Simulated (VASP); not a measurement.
Set up this calculation in VASP 6.6.1, as the native input.

```
Task                   : single point
Functional             : PBE
Potentials or basis    : VASP PAW PBE potentials, release 64 (Sn_d, Te)
Cutoff                 : 520 eV
k mesh                 : 10 × 10 × 10
Occupations            : methfessel-paxton, width 0.1 eV
Spin                   : no spin polarisation
Dipole correction      : no
Further INCAR settings : ALGO = Normal; EDIFF = 1e-07; NBANDS = 24
```

The structure of SnTe3 lies in POSCAR:

```
SnTe3
1.0
    0.0000000000      3.8612190000      3.8612190000
    3.8612190000      0.0000000000      3.8612190000
    3.8612190000      3.8612190000      0.0000000000
Sn Te
1 3
Direct
    0.0000000000      0.0000000000      0.0000000000
    0.2500000000      0.2500000000      0.2500000000
    0.7500000000      0.7500000000      0.7500000000
    0.5000000000      0.5000000000      0.5000000000
```

One way to write it, as run:

INCAR

```
SYSTEM = SnTe3
  ALGO = Normal
  EDIFF = 1E-7
  ENCUT = 520
  GGA = PE
  ISIF = 2
  ISMEAR = 1
  LASPH = .TRUE.
  LCHARG = .FALSE.
  LREAL = .FALSE.
  LWAVE = .FALSE.
  NBANDS = 24
  NELM = 100
  PREC = Accurate
  SIGMA = 0.1
```

KPOINTS

```
k-points
0
G
  10 10 10
  0 0 0
```

Potentials or basis: VASP PAW PBE potentials, release 64 (Sn_d, Te).

Launch:

```console
$ cat potpaw_PBE.64/Sn_d/POTCAR potpaw_PBE.64/Te/POTCAR > POTCAR
$ mpirun -np 1 vasp_std > vasp.out
```

Results of the run:

```json
{
  "Pressure": "-0.1 GPa",
  "Band gap on the k mesh": "zero (band 16 reaches 8.11 eV, above the bottom of band 17 at 5.88 eV)"
}
```

Caveat: spin-orbit coupling is left out, which moves the levels of the heavy elements.

It took 110 s on 1 thread of AMD EPYC 7R43 64-Core Processor (Zen 3) (shared host), peak memory 0.29 GiB.
